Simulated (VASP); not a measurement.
Here is a VASP 6.6.1 calculation.

File INCAR:

```
ALGO = Normal ; EDIFF = 1E-6
EDIFFG = -0.005 ; ENCUT = 600
GGA = PS ; IBRION = 2
ISIF = 3 ; ISMEAR = -1
LASPH = T ; LCHARG = F
LREAL = F ; LWAVE = F
NELM = 80 ; NSW = 80
PREC = Accurate ; PSTRESS = 100.0
SIGMA = 0.05
```

File KPOINTS:

```
k-points
0
Gamma
  12 12 12
```

Contents of POSCAR:

```
Mo
1.0
   -1.5838089719      1.5838089719      1.5838089719
    1.5838089719     -1.5838089719      1.5838089719
    1.5838089719      1.5838089719     -1.5838089719
Mo
1
Direct
    0.0000000000      0.0000000000      0.0000000000
```

Potentials or basis: VASP PAW PBE potentials, release 64 (Mo_sv).

Launch:

```sh
$ cat potpaw_PBE.64/Mo_sv/POTCAR > POTCAR
$ mpirun -np 1 vasp_std > vasp.out
```

Predict the space group after relaxing (to 0.05 Å).

Im-3m (No. 229).

Estimate the relaxed cell.

a = 2.682 Å, b = 2.682 Å, c = 2.682 Å, α = 109.47°, β = 109.47°, γ = 109.47°.

Estimate the relaxed volume.

14.85 Å³/atom.

Step by step:
```csv
step,energy change (eV),largest force (eV/Å),pressure (GPa),volume (Å³)
1,0.0000,0.0000,-9.23,15.89
2,1.0389,0.0000,120.34,11.90
3,-0.0072,0.0000,7.68,14.96
4,-0.0026,0.0000,9.51,14.87
5,-0.0013,0.0000,10.00,14.85
```

Caveat: the cell is relaxed towards a set pressure, so the enthalpy falls and the energy may rise; the PAW data sets were made with another functional, which shifts forces and pressure a little.
